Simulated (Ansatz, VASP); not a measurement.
One calculation of Si2Ni, two programs

```
Ni Si
1.0
     0.00000    2.70300    2.70300
     2.70300    0.00000    2.70300
     2.70300    2.70300    0.00000
Ni Si
1 2
Cartesian
  0.0000 0.0000 0.0000
  4.0545 4.0545 4.0545
  1.3515 1.3515 1.3515
```

Alike in both runs: task relaxation of cell and atoms; functional PBE; k mesh 9 × 9 × 9; occupations fermi-dirac, width 0.05 eV; collinear spin; Hubbard terms Ni d U = 5.0 eV.

```csv
,VASP,Ansatz
version,VASP 6.6.1,Ansatz 0.2.0
potentials or method,"VASP PAW PBE potentials, release 64 (Ni, Si)",Ansatz PAW
plane-wave cutoff (eV),600,420
valence electrons in the cell,18,26
```

|  | VASP | Ansatz | Ansatz less VASP |
| --- | --- | --- | --- |
| gap on the k mesh at the Fermi level, each at its own relaxed structure (eV) | none | none | - |
| net moment per atom (μB) | 0.00 | 0.00 | 0.000 |
| relaxed volume (Å³/atom) | 13.06 | 13.47 | +0.407 |
| relaxed cell length with the largest relative difference (Å) | 3.813 | 3.852 | +0.0392 |

The programs project onto different local orbitals, so the same U acts differently, and such runs can settle in different states. A gap of «none» marks a metal or a gap that the smearing closes. VASP's potentials hold 18 valence electrons a cell and Ansatz's 26, so a difference there can come from the potentials and not from the codes.

Noted on Ansatz's run: the magnetic or orbital state may not be the lowest; the plane-wave basis is chosen anew once the cell has moved, so the energies of steps on either side of that aren't comparable.
